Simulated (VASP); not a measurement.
Set up this calculation in VASP 6.6.1, as the native input.

```
Task                               : single point
Functional                         : HSE06
Potentials or basis                : VASP PAW PBE potentials, release 64 (Cu, Cl)
Cutoff                             : 520 eV
k mesh                             : 6 × 6 × 6
Occupations                        : gaussian, width 0.01 eV
Spin                               : no spin polarisation
Dipole correction                  : no
Grid for exact exchange (PRECFOCK) : Normal
Further INCAR settings             : ALGO = Normal; EDIFF = 1e-06; NBANDS = 16
Share of exact exchange            : 0.25
Screening parameter                : 0.2079 1/Å
```

CuCl:

```xyz
2
Lattice="0.0000 2.6788 2.6788 2.6788 0.0000 2.6788 2.6788 2.6788 0.0000" Properties=species:S:1:pos:R:3 pbc="T T T"
Cu    0.0000    0.0000    0.0000
Cl    1.3394    1.3394    1.3394
```

The input as run:

POSCAR

```
CuCl
1.0
    0.0000000000      2.6787561796      2.6787561796
    2.6787561796      0.0000000000      2.6787561796
    2.6787561796      2.6787561796      0.0000000000
Cu Cl
1 1
Direct
    0.0000000000      0.0000000000      0.0000000000
    0.2500000000      0.2500000000      0.2500000000
```

INCAR.step1

```
PREC = Accurate
ENCUT = 520
EDIFF = 1E-5
ISMEAR = 0
SIGMA = 0.01
LREAL = F
LASPH = T
NELM = 120
ALGO = Normal
ISIF = 2
LWAVE = T
LCHARG = F
GGA = PE
NBANDS = 16
GGA_COMPAT = F
```

INCAR.step2

```
PREC = Accurate
ENCUT = 520
EDIFF = 1E-6
ISMEAR = 0
SIGMA = 0.01
LREAL = F
LASPH = T
NELM = 120
ALGO = Normal
ISIF = 2
LWAVE = F
LCHARG = F
GGA = PE
LHFCALC = T
HFSCREEN = 0.2079
PRECFOCK = Normal
ISTART = 1
NBANDS = 16
GGA_COMPAT = F
```

KPOINTS

```
regular mesh
0
Gamma
  6 6 6
```

Potentials or basis: VASP PAW PBE potentials, release 64 (Cu, Cl).

Launch:

```bash
$ cat potpaw_PBE.64/Cu/POTCAR potpaw_PBE.64/Cl/POTCAR > POTCAR
$ cp INCAR.step1 INCAR
$ mpirun -np 1 vasp_std > vasp.out
$ cp INCAR.step2 INCAR
$ mpirun -np 1 vasp_std > vasp.out
```

It gave:

```
Pressure               : 2.3 GPa
Band gap on the k mesh : 2.37 eV
```

Caveat: the PAW data sets were made with another functional, which shifts forces and pressure a little.

It took 69 min on 1 thread of Oxide Virtual Turin-like Processor, with other jobs on the host, peak memory 0.24 GiB.
